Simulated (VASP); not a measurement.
# CdTe (I-4m2) in VASP: a series of runs

CdTe is run at these levels: PBE, r2SCAN; tasks: single point.

All numbers are computed with VASP 6.6.1; they aren't measurements. Logs are shortened: lines on timing, memory, paths and dates and some standing lists are left out, and cuts for length are marked.

## (1) The cell of the first run

The structure is tetragonal, space group I-4m2 (No. 119). Conventional cell: a = 4.685 Å, b = 4.685 Å, c = 6.467 Å, α = 90.00°, β = 90.00°, γ = 90.00°. Within 3.8 Å of Cd (site symmetry -4m2) lie 4 Te at 2.85 Å. Te (site symmetry -4m2) has 4 Cd at 2.85 Å within 3.8 Å.

## (2) Single point, PBE (epitaxial xy strain +1.0%)

Contents of INCAR:

```
SYSTEM = CdTe
PREC = Accurate ; ENCUT = 520
EDIFF = 1E-7 ; ISMEAR = -1
SIGMA = 0.02 ; LREAL = .FALSE.
LASPH = .TRUE. ; NELM = 80
ALGO = Normal ; ISIF = 2
LWAVE = .FALSE. ; LCHARG = .FALSE.
GGA = PE ; NBANDS = 16
```

Contents of KPOINTS:

```
Automatic mesh
0
G
  6 6 6
  0 0 0
```

Contents of POSCAR:

```
CdTe
1.0
    0.0000000000      3.3127546673      3.2333779749
    3.3127546673      0.0000000000      3.2333779749
    3.3127546673      3.3127546673      0.0000000000
Cd Te
1 1
Direct
    0.0000000000      0.0000000000      0.0000000000
    0.2500000000      0.2500000000      0.2500000000
```

Potentials or basis: VASP PAW PBE potentials, release 64 (Cd, Te).

Launch:

```bash
$ cat potpaw_PBE.64/Cd/POTCAR potpaw_PBE.64/Te/POTCAR > POTCAR
$ mpirun -np 1 vasp_std > vasp.out
```

OUTCAR:

```text
SYSTEM = CdTe
   PREC = Accurate
   ENCUT = 520
   EDIFF = 1E-7
   ISMEAR = -1
   LREAL = .FALSE.
   LASPH = .TRUE.
   NELM = 80
   ISIF = 2
   GGA = PE

 ion  position               nearest neighbor table
   1  0.000  0.000  0.000-   2 2.85   2 2.85   2 2.85   2 2.85
   2  0.250  0.250  0.250-   1 2.85   1 2.85   1 2.85   1 2.85

  LATTYP: Found a body centered tetragonal cell.
 ALAT       =     4.6849425793
 C/A-ratio  =     1.3803276861

  Lattice vectors:

 A1 = (   0.0000000000,  -3.3127546673,  -3.2333779749)
 A2 = (   0.0000000000,   3.3127546673,  -3.2333779749)
 A3 = (   3.3127546673,   0.0000000000,   3.2333779749)

Analysis of symmetry for initial positions (statically):
=====================================================================
 Subroutine PRICEL returns:
 Original cell was already a primitive cell.

 Routine SETGRP: Setting up the symmetry group for a
 body centered tetragonal supercell.

 Subroutine GETGRP returns: Found  8 space group operations
 (whereof  8 operations were pure point group operations)
 out of a pool of 16 trial point group operations.

The static configuration has the point symmetry D_2d.

Analysis of symmetry for dynamics (positions and initial velocities):
=====================================================================
 Subroutine PRICEL returns:
 Original cell was already a primitive cell.

 Routine SETGRP: Setting up the symmetry group for a
 body centered tetragonal supercell.

 Subroutine GETGRP returns: Found  8 space group operations
 (whereof  8 operations were pure point group operations)
 out of a pool of 16 trial point group operations.

The dynamic configuration has the point symmetry D_2d.

 Subroutine INISYM returns: Found  8 space group operations
 (whereof  8 operations are pure point group operations),
 and found     1 'primitive' translations

----------------------------------------------------------------------------------------

                                     Primitive cell

  volume of cell :      70.9684

  direct lattice vectors                    reciprocal lattice vectors
     0.000000000  3.312754667  3.233377975    -0.150931792  0.150931792  0.154637040
     3.312754667  0.000000000  3.233377975     0.150931792 -0.150931792  0.154637040
     3.312754667  3.312754667  0.000000000     0.150931792  0.150931792 -0.154637040

  length of vectors
     4.629155065  4.629155065  4.684942579     0.263578122  0.263578122  0.263578122

  position of ions in fractional coordinates (direct lattice)
     0.000000000  0.000000000  0.000000000
     0.250000000  0.250000000  0.250000000

  ion indices of the primitive-cell ions
   primitive index   ion index
                 1           1
                 2           2

----------------------------------------------------------------------------------------

 KPOINTS: Automatic mesh

Automatic generation of k-mesh.
 Grid dimensions read from file:
 generate k-points for:    6    6    6

 Generating k-lattice:

  Cartesian coordinates                     Fractional coordinates (reciprocal lattice)
    -0.025155299  0.025155299  0.025772840     0.166666667  0.000000000  0.000000000
     0.025155299 -0.025155299  0.025772840     0.000000000  0.166666667  0.000000000
     0.025155299  0.025155299 -0.025772840     0.000000000  0.000000000  0.166666667

  Length of vectors
     0.043929687  0.043929687  0.043929687

  Shift w.r.t. Gamma in fractional coordinates (k-lattice)
     0.000000000  0.000000000  0.000000000

 Subroutine IBZKPT returns following result:
 ===========================================

 Found     30 irreducible k-points:

 Following reciprocal coordinates:
            Coordinates               Weight
  0.000000  0.000000  0.000000      1.000000
  0.166667  0.000000  0.000000      8.000000
  0.333333  0.000000  0.000000      8.000000
  0.500000  0.000000  0.000000      4.000000
  0.166667  0.166667  0.000000      2.000000
  0.333333  0.166667  0.000000      8.000000
[... 16 lines left out ...]
  0.333333  0.000000  0.333333      4.000000
  0.500000  0.000000  0.333333     16.000000
 [... further k-points ...]
   k-points           NKPTS =     30   k-points in BZ     NKDIM =     30   number of bands    NBANDS=     16
   number of dos      NEDOS =    301   number of ions     NIONS =      2
   total plane-waves  NPLWV =  46656
   dimension x,y,z NGX =    36 NGY =   36 NGZ =   36
   dimension x,y,z NGXF=    72 NGYF=   72 NGZF=   72
   ions per type =               1   1
   NGX,Y,Z   is equivalent  to a cutoff of  12.93, 12.93, 12.77 a.u.
   NGXF,Y,Z  is equivalent  to a cutoff of  25.86, 25.86, 25.55 a.u.
 SYSTEM =  CdTe
   PREC   = accura    normal or accurate (medium, high low for compatibility)
   ISTART =      0    job   : 0-new  1-cont  2-samecut
   ICHARG =      2    charge: 1-file 2-atom 10-const
   ISPIN  =      1    spin polarized calculation?
   LNONCOLLINEAR =      F non collinear calculations
   LSORBIT =      F    spin-orbit coupling
   LASPH  =      T    aspherical Exc in radial PAW
   ENCUT  =  520.0 eV  38.22 Ry    6.18 a.u.   8.61  8.61  8.71*2*pi/ulx,y,z
   NELM   =     80;   NELMIN=  2; NELMDL= -5     # of ELM steps
   EDIFF  = 0.1E-06   stopping-criterion for ELM
   LREAL  =      F    real-space projection
   EDIFFG = 0.1E-05   stopping-criterion for IOM
   NSW    =      0    number of steps for IOM
   IBRION =     -1    ionic relax: 0-MD 1-quasi-New 2-CG
   NFREE  =      0    steps in history (QN), initial steepest desc. (CG)
   ISIF   =      2    stress and relaxation
   ISYM   =      2    0-nonsym 1-usesym 2-fastsym
   POTIM  = 0.5000    time-step for ionic-motion
   TEBEG  =    0.0;   TEEND  =   0.0 temperature during run
   PSTRESS=    0.0 pullay stress
   NELECT =      18.0000    total number of electrons
   NUPDOWN=      -1.0000    fix difference up-down
   EMIN   =  10.00;   EMAX   =-10.00  energy-range for DOS
   EFERMI =   0.00;   METHOD = LEGACY
   ISMEAR =    -1;   SIGMA  =   0.02  broadening in eV -4-tet -1-fermi 0-gaus
   EFERMI_NEDOS =   21; number of points for ismear=-14 and -15
   IALGO  =     38    algorithm
   IMIX   =      4    mixing-type and parameters
     AMIX     =   0.40;   BMIX     =  1.00
     AMIX_MAG =   1.60;   BMIX_MAG =  1.00
  volume/ion in A,a.u.               =      35.48       239.46
  Fermi-wavevector in a.u.,A,eV,Ry     =   1.036280  1.958286 14.610987  1.073877
  Thomas-Fermi vector in A             =   2.170664
   LORBIT       =      0    0 simple, 1 ext, 2 COOP (PROOUT), +10 PAW based schemes
   GGA     = PE    functional components
   LHFCALC =     F    Hartree Fock is set to
   AEXX    =    0.0000 exact exchange contribution
   IVDW    =     0    specifies the selected vdW correction
   LEPSILON=     F    determine dielectric tensor
   LRPA    =     F    only Hartree local field effects (RPA)
 non-spin polarized calculation
  energy-cutoff  :      520.00
  volume of cell :       70.97
 maximum number of plane-waves:      1940
 NGX is ok and might be reduce to    36
   NGX = 17   NGY = 17   NGZ = 17

 number of electron      18.0000007 magnetization

 Free energy of the ion-electron system (eV)
  ---------------------------------------------------
  ext. energy  EPLUGINS =         0.00000000
  ---------------------------------------------------
  free energy    TOTEN  =        -4.80099908 eV

  energy without entropy =       -4.80099907  energy(sigma->0) =       -4.80099908

 E-fermi :   2.3236     XC(G=0):  -8.3988

 val. band max:        2.0267901609   @ k =   0.0000   0.0000   0.0000
 cond. band min:       2.6193088447   @ k =   0.0000   0.0000   0.0000
 fundamental gap:      0.5925186838
 Fermi energy:         2.3235783765

 k-point     1 :       0.0000    0.0000    0.0000
  band No.  band energies     occupation
      1      -8.9619      2.00000
      2      -6.1779      2.00000
      3      -6.1779      2.00000
      4      -6.1723      2.00000
      5      -5.9473      2.00000
      6      -5.9447      2.00000
[... 8 lines left out ...]
     15      11.0992      0.00000
     16      11.4063      0.00000

 k-point     2 :       0.1667    0.0000    0.0000
  band No.  band energies     occupation
      1      -8.8716      2.00000
      2      -6.1616      2.00000
      3      -6.1578      2.00000
      4      -6.0969      2.00000
      5      -5.9476      2.00000
      6      -5.9461      2.00000
[... 8 lines left out ...]
     15      10.3419      0.00000
     16      10.5613      0.00000

 k-point     3 :       0.3333    0.0000    0.0000
  band No.  band energies     occupation
      1      -8.6916      2.00000
      2      -6.1338      2.00000
      3      -6.1288      2.00000
      4      -5.9452      2.00000
      5      -5.9422      2.00000
      6      -5.8413      2.00000
[... 8 lines left out ...]
     15      10.8202      0.00000
     16      10.8220      0.00000

 k-point     4 :       0.5000    0.0000    0.0000
  band No.  band energies     occupation
      1      -8.6037      2.00000
      2      -6.1232      2.00000
      3      -6.1173      2.00000
      4      -5.9405      2.00000
      5      -5.9357      2.00000
      6      -5.6263      2.00000
[... 8 lines left out ...]
     15      12.1050      0.00000
     16      12.2608      0.00000

 k-point     5 :       0.1667    0.1667    0.0000
  band No.  band energies     occupation
      1      -8.8392      2.00000
      2      -6.1447      2.00000
      3      -6.1447      2.00000
      4      -6.0932      2.00000
      5      -5.9487      2.00000
      6      -5.9398      2.00000
[... 8 lines left out ...]
     15      11.1559      0.00000
     16      11.3516      0.00000

 k-point     6 :       0.3333    0.1667    0.0000
  band No.  band energies     occupation
      1      -8.6895      2.00000
      2      -6.1200      2.00000
      3      -6.1128      2.00000
      4      -5.9915      2.00000
      5      -5.9333      2.00000
      6      -5.8561      2.00000
[... 8 lines left out ...]
     15      11.6316      0.00000
     16      11.7237      0.00000

 k-point     7 :       0.5000    0.1667    0.0000
  band No.  band energies     occupation
      1      -8.5752      2.00000
      2      -6.1052      2.00000
      3      -6.0996      2.00000
      4      -5.9629      2.00000
      5      -5.9333      2.00000
      6      -5.5967      2.00000
[... 8 lines left out ...]
     15      11.9694      0.00000
     16      12.3038      0.00000

 k-point     8 :      -0.3333    0.1667    0.0000
  band No.  band energies     occupation
      1      -8.6060      2.00000
      2      -6.1117      2.00000
      3      -6.1058      2.00000
      4      -5.9483      2.00000
      5      -5.9472      2.00000
      6      -5.6775      2.00000
[... 8 lines left out ...]
     15      11.0621      0.00000
     16      12.2340      0.00000

 k-point     9 :      -0.1667    0.1667    0.0000
  band No.  band energies     occupation
      1      -8.7534      2.00000
      2      -6.1429      2.00000
      3      -6.1251      2.00000
      4      -5.9755      2.00000
      5      -5.9540      2.00000
      6      -5.9304      2.00000
[... 8 lines left out ...]
     15      10.8306      0.00000
     16      11.7157      0.00000
[... 172 lines left out ...]
 k-point    19 :       0.5000    0.3333    0.1667
  band No.  band energies     occupation
      1      -8.5747      2.00000
      2      -6.0939      2.00000
      3      -6.0833      2.00000
      4      -5.9847      2.00000
      5      -5.9329      2.00000
      6      -5.6403      2.00000
[... 8 lines left out ...]
     15      12.1972      0.00000
     16      13.2542      0.00000

 k-point    20 :      -0.3333    0.3333    0.1667
  band No.  band energies     occupation
      1      -8.5216      2.00000
      2      -6.0864      2.00000
      3      -6.0703      2.00000
      4      -5.9681      2.00000
      5      -5.9422      2.00000
      6      -5.4872      2.00000
[... 8 lines left out ...]
     15      12.3814      0.00000
     16      13.0957      0.00000

 k-point    21 :      -0.1667    0.3333    0.1667
  band No.  band energies     occupation
      1      -8.5793      2.00000
      2      -6.0952      2.00000
      3      -6.0810      2.00000
      4      -5.9786      2.00000
      5      -5.9356      2.00000
      6      -5.6574      2.00000
[... 8 lines left out ...]
     15      11.9898      0.00000
     16      13.0921      0.00000

 k-point    22 :      -0.3333    0.5000    0.1667
  band No.  band energies     occupation
      1      -8.4921      2.00000
      2      -6.0616      2.00000
      3      -6.0577      2.00000
      4      -5.9906      2.00000
      5      -5.9324      2.00000
      6      -5.4342      2.00000
[... 8 lines left out ...]
     15      12.8854      0.00000
     16      13.2117      0.00000

 k-point    23 :       0.3333    0.0000    0.3333
  band No.  band energies     occupation
      1      -8.6092      2.00000
      2      -6.0762      2.00000
      3      -6.0658      2.00000
      4      -6.0180      2.00000
      5      -5.9265      2.00000
      6      -5.7695      2.00000
[... 8 lines left out ...]
     15      12.1891      0.00000
     16      13.7479      0.00000

 k-point    24 :       0.5000    0.0000    0.3333
  band No.  band energies     occupation
      1      -8.5248      2.00000
      2      -6.0703      2.00000
      3      -6.0512      2.00000
      4      -5.9995      2.00000
      5      -5.9275      2.00000
      6      -5.5503      2.00000
[... 8 lines left out ...]
     15      12.5287      0.00000
     16      13.2505      0.00000

 [... further k-points ...]
[... 5 lines left out ...]
  --------------------------------------------------------------------------------------
  -------------------------------------------------------------------------------------
  Total        0.3404284      0.3404284      0.5029315      0.0000000     -0.0000000     -0.0000000
  in kB        7.6854866      7.6854866     11.3541435      0.0000000     -0.0000000     -0.0000000
  external PRESSURE =       8.9083723 kB  Pullay stress =       0.0000000 kB

 VOLUME and BASIS-vectors are now :
 -----------------------------------------------------------------------------
  energy-cutoff  :      520.00
  volume of cell :       70.97
      direct lattice vectors                 reciprocal lattice vectors
     0.000000000  3.312754667  3.233377975    -0.150931792  0.150931792  0.154637040
     3.312754667  0.000000000  3.233377975     0.150931792 -0.150931792  0.154637040
     3.312754667  3.312754667  0.000000000     0.150931792  0.150931792 -0.154637040

 POSITION                                       TOTAL-FORCE (eV/Angst)
 -----------------------------------------------------------------------------------
      0.00000      0.00000      0.00000         0.000000      0.000000      0.000000
      1.65638      1.65638      1.61669        -0.000000     -0.000000     -0.000000
 -----------------------------------------------------------------------------------
    total drift:                               -0.000001     -0.000001     -0.000000

  FREE ENERGIE OF THE ION-ELECTRON SYSTEM (eV)
  ---------------------------------------------------
  free  energy   TOTEN  =        -4.8009990765 eV

  energy  without entropy=       -4.8009990742  energy(sigma->0) =       -4.80099908
```

Run time: 87 s. Hardware: 1 thread of AMD EPYC 7R13, shared host; peak memory 0.19 GiB.

Results:

```yaml
Free_energy: -4.8010 eV
Pressure: 0.9 GPa
Band_gap_on_the_k_mesh: 0.59 eV, direct
```

Caveat: the cell differs from its parent crystal (epitaxial xy strain +1.0%); spin-orbit coupling is left out, which moves the levels of the heavy elements.

(Part 1 of 2 ends here.)
